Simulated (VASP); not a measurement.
# WSe2: single point with PBE

The system is WSe2.

```xyz
6
Lattice="-3.3207 0.0000 0.0000 -1.6603 -2.8758 0.0000 -3.3209 -1.9173 15.2573" Properties=species:S:1:pos:R:3 pbc="T T T"
W    -1.6603   -0.9586    3.8143
W    -3.3207   -1.9172   11.4430
Se   -1.6603   -0.9586    9.7650
Se   -3.3207   -1.9172    2.1363
Se   -1.6603   -0.9586   13.1210
Se   -3.3207   -1.9172    5.4923
```

This cell differs from its parent crystal: the part above a cut slid along it.

- Program: VASP 6.6.1
- Task: single point
- Functional: PBE
- Potentials or basis: VASP PAW PBE potentials, release 64 (W_sv, Se)
- Cutoff: 520 eV
- k mesh: 9 × 9 × 2
- Occupations: gaussian, width 0.05 eV
- Spin: no spin polarisation

```
Pressure               : 0.3 GPa
Largest force          : 0.049 eV/Å
Band gap on the k mesh : 1.54 eV
```

Forces in eV/Å, atoms in the order of the input:
```
W    0.000  0.000  0.004
W    0.000  0.000 -0.004
Se   0.000  0.000 -0.049
Se   0.000  0.000 -0.036
Se   0.000  0.000  0.036
Se   0.000  0.000  0.049
```

Stress tensor (GPa, compression positive):
```
0.23 0.00 0.00
0.00 0.23 0.00
0.00 0.00 0.44
```

Levels at points of the mesh, in eV from the valence-band top:
| k point | band 24 | band 25 | band 26 | band 27 | band 28 | band 29 |
| --- | --- | --- | --- | --- | --- | --- |
| (0.00, 0.00, 0.00) | -1.24 | -0.55 | -0.08 | 2.88 | 2.88 | 2.89 |
| (0.00, 0.00, 0.50) | -1.24 | -0.27 | -0.25 | 2.88 | 2.88 | 2.89 |

Wall time 8.7 min on 1 thread of Intel Xeon 8259CL, on a shared host, peak memory 0.42 GiB.

Caveat: the cell differs from its parent crystal (the part above a cut slid along it); spin-orbit coupling is left out, which moves the levels of the heavy elements. A k mesh can miss the band edges.
